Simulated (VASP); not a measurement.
Runs of VASP 6.6.1 on GaN. The structure is that of space group I-4m2 (No. 119), or close to it. The cells are those of the table. 

```tsv
cell	gap on the mesh (eV)	pressure (GPa)
a = 3.313, b = 3.313, c = 4.402 Å, 4 atoms	1.20	(b)
a = 3.361, b = 3.361, c = 4.426 Å, 4 atoms	0.95	-9.4
a = 3.361, b = 3.361, c = 4.325 Å, 4 atoms	1.04	-6.3
a = 3.313, b = 3.313, c = 4.467 Å, 4 atoms	(a)	-6.3
```

Alike in all rows: task single point; level PBE; potentials or basis VASP PAW PBE potentials, release 64 (Ga_d, N); no spin polarisation; k mesh 8 × 8 × 6; cutoff (eV) 520; smearing gaussian 0.02 eV.

Estimate the missing entries.

(a) 1.15; (b) -4.4.

Caveats: the cell stands under tension.

A k mesh can miss the band edges, and the runs leave out spin-orbit coupling on Ga.
